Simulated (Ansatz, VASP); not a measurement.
## Ag: VASP beside Ansatz

```
Ag
1.0
    -1.61038    1.65353    1.61816
     1.65931   -1.66055    1.67410
     1.63933    1.68950   -1.62517
Ag
1
Direct
  0.00000 0.00000 0.00000
```

Change from the starting cell: cell sheared at random, sigma 0.01, atoms nudged by 0.01 Å.

Alike in both runs: functional PBE-based screened hybrid with a share of 0.25 of exact exchange and HFSCREEN = 0.3; k mesh 6 × 6 × 6; occupations fermi-dirac, width 0.05 eV; no spin polarisation.

```csv
,VASP,Ansatz
version,VASP 6.6.1,Ansatz 0.2.0
potentials or method,"VASP PAW PBE potentials, release 64 (Ag)",Ansatz PAW
plane-wave cutoff (eV),400,420
valence electrons in the cell,11,19
task,single point,band structure
```

VASP gave:

* gap on the k mesh at the Fermi level (eV): none
* pressure (GPa): -0.7
* traceless stress, the component that is largest in VASP (GPa): 2.36

**Question.** Which values does Ansatz return?

**Answer.** gap on the k mesh at the Fermi level (eV): none; pressure (GPa): -0.4; traceless stress, the component that is largest in VASP (GPa): 2.35.

VASP's potentials were made for PBE, not for PBE-based screened hybrid. A gap of «none» marks a metal or a gap that the smearing closes. VASP's potentials hold 11 valence electrons a cell and Ansatz's 19, so a difference there can come from the potentials and not from the codes.

The k mesh is coarse, so the values compare programs but aren't converged.
